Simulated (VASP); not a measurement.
# SnTe (P4/mmm) in VASP: further runs

Runs on SnTe. Level: PBE. Tasks: single point, relaxation of cell and atoms.

Everything below comes from runs of VASP 6.6.1. Logs are shortened: lines on timing, memory, paths and dates and some standing lists are left out, and cuts for length are marked.

**1. The cell of the first run**

The structure is tetragonal, space group P4/mmm (No. 123). The conventional cell has a = 3.832 Å, b = 3.832 Å, c = 4.032 Å, α = 90.00°, β = 90.00°, γ = 90.00°. Sn (site symmetry 4/mmm) has 8 Te at 3.38 Å and 6 Sn at 3.83 to 4.03 Å within 4.4 Å. Within 4.4 Å of Te (site symmetry 4/mmm) lie 8 Sn at 3.38 Å and 6 Te at 3.83 to 4.03 Å.

**2. Single point, PBE**

The input, INCAR:

```
ALGO     = Normal         # electronic algorithm
EDIFF    = 1E-6           # SCF threshold, eV
ENCUT    = 520            # plane-wave cutoff, eV
GGA      = PE             # functional
ISIF     = 2              # what is computed and relaxed
ISMEAR   = 0              # smearing method
LASPH    = True           # aspherical terms in the spheres
LCHARG   = True           # write CHGCAR
LELF     = True           # ELF
LREAL    = False          # projectors in reciprocal space
LVHAR    = True         
LWAVE    = False          # write WAVECAR
NBANDS   = 17             # bands
NELM     = 80             # most SCF steps
PREC     = Accurate       # precision mode
SIGMA    = 0.02           # smearing width, eV
```

The input, KPOINTS:

```
k-points
0
Gamma
  6 6 5
```

The input, POSCAR:

```
SnTe
1.0
    3.8323416548      0.0000000000      0.0000000000
    0.0000000000      3.8323416548      0.0000000000
    0.0000000000      0.0000000000      4.0322246314
Sn Te
1 1
Direct
    0.0000000000      0.0000000000      0.0000000000
    0.5000000000      0.5000000000      0.5000000000
```

Potentials or basis: VASP PAW PBE potentials, release 64 (Sn_d, Te).

Started as:

```
cat potpaw_PBE.64/Sn_d/POTCAR potpaw_PBE.64/Te/POTCAR > POTCAR
mpirun -np 1 vasp_std > vasp.out
```

OUTCAR:

```text
EDIFF = 1E-6
   ENCUT = 520
   GGA = PE
   ISIF = 2
   ISMEAR = 0
   LASPH = True
   LREAL = False
   NELM = 80
   PREC = Accurate

 ion  position               nearest neighbor table
   1  0.000  0.000  0.000-   2 3.38   2 3.38   2 3.38   2 3.38   2 3.38   2 3.38   2 3.38   2 3.38

   2  0.500  0.500  0.500-   1 3.38   1 3.38   1 3.38   1 3.38   1 3.38   1 3.38   1 3.38   1 3.38

  LATTYP: Found a simple tetragonal cell.
 ALAT       =     3.8323416548
 C/A-ratio  =     1.0521568781

  Lattice vectors:

 A1 = (   3.8323416548,   0.0000000000,   0.0000000000)
 A2 = (   0.0000000000,   3.8323416548,   0.0000000000)
 A3 = (   0.0000000000,   0.0000000000,   4.0322246314)

Analysis of symmetry for initial positions (statically):
=====================================================================
 Subroutine PRICEL returns:
 Original cell was already a primitive cell.

 Routine SETGRP: Setting up the symmetry group for a
 simple tetragonal supercell.

 Subroutine GETGRP returns: Found 16 space group operations
 (whereof 16 operations were pure point group operations)
 out of a pool of 16 trial point group operations.

The static configuration has the point symmetry D_4h.

Analysis of symmetry for dynamics (positions and initial velocities):
=====================================================================
 Subroutine PRICEL returns:
 Original cell was already a primitive cell.

 Routine SETGRP: Setting up the symmetry group for a
 simple tetragonal supercell.

 Subroutine GETGRP returns: Found 16 space group operations
 (whereof 16 operations were pure point group operations)
 out of a pool of 16 trial point group operations.

The dynamic configuration has the point symmetry D_4h.

 Subroutine INISYM returns: Found 16 space group operations
 (whereof 16 operations are pure point group operations),
 and found     1 'primitive' translations

----------------------------------------------------------------------------------------

                                     Primitive cell

  volume of cell :      59.2206

  direct lattice vectors                    reciprocal lattice vectors
     3.832341655  0.000000000  0.000000000     0.260937069  0.000000000  0.000000000
     0.000000000  3.832341655  0.000000000     0.000000000  0.260937069  0.000000000
     0.000000000  0.000000000  4.032224631     0.000000000  0.000000000  0.248002056

  length of vectors
     3.832341655  3.832341655  4.032224631     0.260937069  0.260937069  0.248002056

  position of ions in fractional coordinates (direct lattice)
     0.000000000  0.000000000  0.000000000
     0.500000000  0.500000000  0.500000000

  ion indices of the primitive-cell ions
   primitive index   ion index
                 1           1
                 2           2

----------------------------------------------------------------------------------------

 KPOINTS: k-points

Automatic generation of k-mesh.
 Grid dimensions read from file:
 generate k-points for:    6    6    5

 Generating k-lattice:

  Cartesian coordinates                     Fractional coordinates (reciprocal lattice)
     0.043489512  0.000000000  0.000000000     0.166666667  0.000000000  0.000000000
     0.000000000  0.043489512  0.000000000     0.000000000  0.166666667  0.000000000
     0.000000000  0.000000000  0.049600411     0.000000000  0.000000000  0.200000000

  Length of vectors
     0.043489512  0.043489512  0.049600411

  Shift w.r.t. Gamma in fractional coordinates (k-lattice)
     0.000000000  0.000000000  0.000000000

 Subroutine IBZKPT returns following result:
 ===========================================

 Found     30 irreducible k-points:

 Following reciprocal coordinates:
            Coordinates               Weight
  0.000000  0.000000  0.000000      1.000000
  0.166667  0.000000  0.000000      4.000000
  0.333333  0.000000  0.000000      4.000000
  0.500000  0.000000  0.000000      2.000000
  0.166667  0.166667  0.000000      4.000000
  0.333333  0.166667  0.000000      8.000000
[... 16 lines left out ...]
  0.333333  0.000000  0.400000      8.000000
  0.500000  0.000000  0.400000      4.000000
 [... further k-points ...]
   k-points           NKPTS =     30   k-points in BZ     NKDIM =     30   number of bands    NBANDS=     17
   number of dos      NEDOS =    301   number of ions     NIONS =      2
   total plane-waves  NPLWV =  27000
   dimension x,y,z NGX =    30 NGY =   30 NGZ =   30
   dimension x,y,z NGXF=    60 NGYF=   60 NGZF=   60
   ions per type =               1   1
   NGX,Y,Z   is equivalent  to a cutoff of  13.01, 13.01, 12.37 a.u.
   NGXF,Y,Z  is equivalent  to a cutoff of  26.03, 26.03, 24.74 a.u.
 SYSTEM =  unknown system
   PREC   = accura    normal or accurate (medium, high low for compatibility)
   ISTART =      0    job   : 0-new  1-cont  2-samecut
   ICHARG =      2    charge: 1-file 2-atom 10-const
   ISPIN  =      1    spin polarized calculation?
   LNONCOLLINEAR =      F non collinear calculations
   LSORBIT =      F    spin-orbit coupling
   LASPH  =      T    aspherical Exc in radial PAW
   ENCUT  =  520.0 eV  38.22 Ry    6.18 a.u.   7.13  7.13  7.50*2*pi/ulx,y,z
   NELM   =     80;   NELMIN=  2; NELMDL= -5     # of ELM steps
   EDIFF  = 0.1E-05   stopping-criterion for ELM
   LREAL  =      F    real-space projection
   EDIFFG = 0.1E-04   stopping-criterion for IOM
   NSW    =      0    number of steps for IOM
   IBRION =     -1    ionic relax: 0-MD 1-quasi-New 2-CG
   NFREE  =      0    steps in history (QN), initial steepest desc. (CG)
   ISIF   =      2    stress and relaxation
   ISYM   =      2    0-nonsym 1-usesym 2-fastsym
   POTIM  = 0.5000    time-step for ionic-motion
   TEBEG  =    0.0;   TEEND  =   0.0 temperature during run
   PSTRESS=    0.0 pullay stress
   NELECT =      20.0000    total number of electrons
   NUPDOWN=      -1.0000    fix difference up-down
   EMIN   =  10.00;   EMAX   =-10.00  energy-range for DOS
   EFERMI =   0.00;   METHOD = LEGACY
   ISMEAR =     0;   SIGMA  =   0.02  broadening in eV -4-tet -1-fermi 0-gaus
   EFERMI_NEDOS =   21; number of points for ismear=-14 and -15
   IALGO  =     38    algorithm
   IMIX   =      4    mixing-type and parameters
     AMIX     =   0.40;   BMIX     =  1.00
     AMIX_MAG =   1.60;   BMIX_MAG =  1.00
  volume/ion in A,a.u.               =      29.61       199.82
  Fermi-wavevector in a.u.,A,eV,Ry     =   1.140058  2.154398 17.683944  1.299733
  Thomas-Fermi vector in A             =   2.276761
   LORBIT       =      0    0 simple, 1 ext, 2 COOP (PROOUT), +10 PAW based schemes
   GGA     = PE    functional components
   LHFCALC =     F    Hartree Fock is set to
   AEXX    =    0.0000 exact exchange contribution
   IVDW    =     0    specifies the selected vdW correction
   LEPSILON=     F    determine dielectric tensor
   LRPA    =     F    only Hartree local field effects (RPA)
 non-spin polarized calculation
 Gauss-broadening in eV      SIGMA  =   0.02
  energy-cutoff  :      520.00
  volume of cell :       59.22
 maximum number of plane-waves:      1610
 NGX is ok and might be reduce to    30
   NGX = 15   NGY = 15   NGZ = 15

 number of electron      20.0000011 magnetization

 Free energy of the ion-electron system (eV)
  ---------------------------------------------------
  ext. energy  EPLUGINS =         0.00000000
  ---------------------------------------------------
  free energy    TOTEN  =        -7.09698652 eV

  energy without entropy =       -7.09698614  energy(sigma->0) =       -7.09698633

 E-fermi :   7.1995     XC(G=0):  -9.8984

 val. band max:        7.1510593399   @ k =   0.5000   0.5000   0.0000
 cond. band min:       7.2529266318   @ k =   0.5000   0.0000   0.2000
 fundamental gap:      0.1018672919
 Fermi energy:         7.1994600770

 k-point     1 :       0.0000    0.0000    0.0000
  band No.  band energies     occupation
      1     -14.5040      2.00000
      2     -14.4991      2.00000
      3     -14.4666      2.00000
      4     -14.4666      2.00000
      5     -14.4537      2.00000
      6      -5.2410      2.00000
[... 9 lines left out ...]
     16      17.7568      0.00000
     17      17.7568      0.00000

 k-point     2 :       0.1667    0.0000    0.0000
  band No.  band energies     occupation
      1     -14.5027      2.00000
      2     -14.4902      2.00000
      3     -14.4700      2.00000
      4     -14.4664      2.00000
      5     -14.4568      2.00000
      6      -5.0159      2.00000
[... 9 lines left out ...]
     16      17.0314      0.00000
     17      17.2075      0.00000

 k-point     3 :       0.3333    0.0000    0.0000
  band No.  band energies     occupation
      1     -14.5017      2.00000
      2     -14.4766      2.00000
      3     -14.4707      2.00000
      4     -14.4659      2.00000
      5     -14.4631      2.00000
      6      -4.4262      2.00000
[... 9 lines left out ...]
     16      16.0762      0.00000
     17      17.7872      0.00000

 k-point     4 :       0.5000    0.0000    0.0000
  band No.  band energies     occupation
      1     -14.5013      2.00000
      2     -14.4799      2.00000
      3     -14.4662      2.00000
      4     -14.4657      2.00000
      5     -14.4609      2.00000
      6      -3.9819      2.00000
[... 9 lines left out ...]
     16      18.8764      0.00000
     17      19.1118      0.00000
[... 343 lines left out ...]
      1     -14.4923      2.00000
      2     -14.4786      2.00000
      3     -14.4780      2.00000
      4     -14.4730      2.00000
      5     -14.4562      2.00000
      6      -4.1388      2.00000
[... 9 lines left out ...]
     16      16.4843      0.00000
     17      16.6928      0.00000

 k-point    23 :       0.3333    0.0000    0.4000
  band No.  band energies     occupation
      1     -14.4879      2.00000
      2     -14.4868      2.00000
      3     -14.4720      2.00000
      4     -14.4622      2.00000
      5     -14.4620      2.00000
      6      -3.6801      2.00000
[... 9 lines left out ...]
     16      15.3593      0.00000
     17      16.2126      0.00000

 k-point    24 :       0.5000    0.0000    0.4000
  band No.  band energies     occupation
      1     -14.4912      2.00000
      2     -14.4870      2.00000
      3     -14.4715      2.00000
      4     -14.4648      2.00000
      5     -14.4527      2.00000
      6      -3.3867      2.00000
[... 9 lines left out ...]
     16      14.9203      0.00000
     17      14.9532      0.00000

 [... further k-points ...]
[... 5 lines left out ...]
  --------------------------------------------------------------------------------------
  -------------------------------------------------------------------------------------
  Total       -0.0143099     -0.0143099     -0.0259844      0.0000000     -0.0000000     -0.0000000
  in kB       -0.3871444     -0.3871444     -0.7029902      0.0000000     -0.0000000     -0.0000000
  external PRESSURE =      -0.4924263 kB  Pullay stress =       0.0000000 kB

 VOLUME and BASIS-vectors are now :
 -----------------------------------------------------------------------------
  energy-cutoff  :      520.00
  volume of cell :       59.22
      direct lattice vectors                 reciprocal lattice vectors
     3.832341655  0.000000000  0.000000000     0.260937069  0.000000000  0.000000000
     0.000000000  3.832341655  0.000000000     0.000000000  0.260937069  0.000000000
     0.000000000  0.000000000  4.032224631     0.000000000  0.000000000  0.248002056

 POSITION                                       TOTAL-FORCE (eV/Angst)
 -----------------------------------------------------------------------------------
      0.00000      0.00000      0.00000         0.000000      0.000000      0.000000
      1.91617      1.91617      2.01611         0.000000      0.000000      0.000000
 -----------------------------------------------------------------------------------
    total drift:                                0.000000     -0.000000     -0.000000

  FREE ENERGIE OF THE ION-ELECTRON SYSTEM (eV)
  ---------------------------------------------------
  free  energy   TOTEN  =        -7.0969865191 eV

  energy  without entropy=       -7.0969861402  energy(sigma->0) =       -7.09698633
```

Run time: 11 s. Hardware: 1 thread of Intel Xeon 6975P-C (Granite Rapids), shared host; peak memory 0.18 GiB.

What came out:

```yaml
Free_energy: -7.0970 eV
Pressure: 0.0 GPa
Band_gap_on_the_k_mesh: zero (band 10 reaches 7.51 eV, above the bottom of band 11 at 6.26 eV)
```

Caveat: spin-orbit coupling is left out, which moves the levels of the heavy elements.

**3. Single point, PBE**

This run uses another cell than the first one, of 29.70 Å³/atom, 1.003 times its volume.

The input, INCAR:

```
SYSTEM = SnTe
PREC     = Accurate       ! precision mode
ENCUT    = 520            ! plane-wave cutoff, eV
EDIFF    = 1E-6           ! SCF threshold, eV
ISMEAR   = 0              ! smearing method
SIGMA    = 0.02           ! smearing width, eV
LREAL    = .FALSE.        ! projectors in reciprocal space
LASPH    = .TRUE.         ! aspherical terms in the spheres
NELM     = 80             ! most SCF steps
ALGO     = Normal         ! electronic algorithm
ISIF     = 2              ! what is computed and relaxed
LWAVE    = .FALSE.        ! write WAVECAR
LCHARG   = .FALSE.        ! write CHGCAR
GGA      = PE             ! functional
NBANDS   = 17             ! bands
```

The input, KPOINTS:

```
regular mesh
0
G
  6 6 6
  0 0 0
```

The input, POSCAR:

```
SnTe
1.0
    3.8914548770      0.0000000000      0.0000000000
    0.0000000000      3.8914548770      0.0000000000
    0.0000000000      0.0000000000      3.9226018806
Sn Te
1 1
Direct
    0.0000000000      0.0000000000      0.0000000000
    0.5000000000      0.5000000000      0.5000000000
```

Potentials or basis: VASP PAW PBE potentials, release 64 (Sn_d, Te).

Started as:

```
cat potpaw_PBE.64/Sn_d/POTCAR potpaw_PBE.64/Te/POTCAR > POTCAR
mpirun -np 1 vasp_std > vasp.out
```

It took 13 s on 1 thread of Intel Xeon 6975P-C (Granite Rapids), shared host; peak memory 0.19 GiB.

Results (log left out):

```
Free energy            : -7.0849 eV
Pressure               : 0.0 GPa
Band gap on the k mesh : zero (band 10 reaches 7.52 eV, above the bottom of band 11 at 5.75 eV)
```

Levels at points of the mesh, in eV from the Fermi level:
```csv
k point,band 6,band 7,band 8,band 9,band 10,band 11,band 12,band 13,band 14,band 15
"(0.00, 0.00, 0.00)",-12.31,-5.31,-1.80,-1.68,-1.68,3.56,3.62,5.34,5.38,5.38
"(0.50, 0.00, 0.00)",-11.10,-8.15,-0.29,-0.19,-0.01,0.17,2.10,2.23,5.39,6.21
"(0.50, 0.50, 0.00)",-10.30,-6.35,-4.75,-4.75,0.27,3.31,3.73,3.73,5.92,7.18
"(0.00, 0.00, 0.50)",-11.13,-8.19,-0.22,-0.22,0.05,0.24,2.20,2.20,5.40,6.22
"(0.50, 0.00, 0.50)",-10.33,-6.39,-4.77,-4.76,0.34,3.40,3.82,3.85,6.00,7.29
"(0.50, 0.50, 0.50)",-9.80,-5.25,-2.86,-2.86,-2.82,-1.32,-1.32,-1.28,13.82,14.03
```

Caveat: spin-orbit coupling is left out, which moves the levels of the heavy elements.

[end of part 1 of 2]
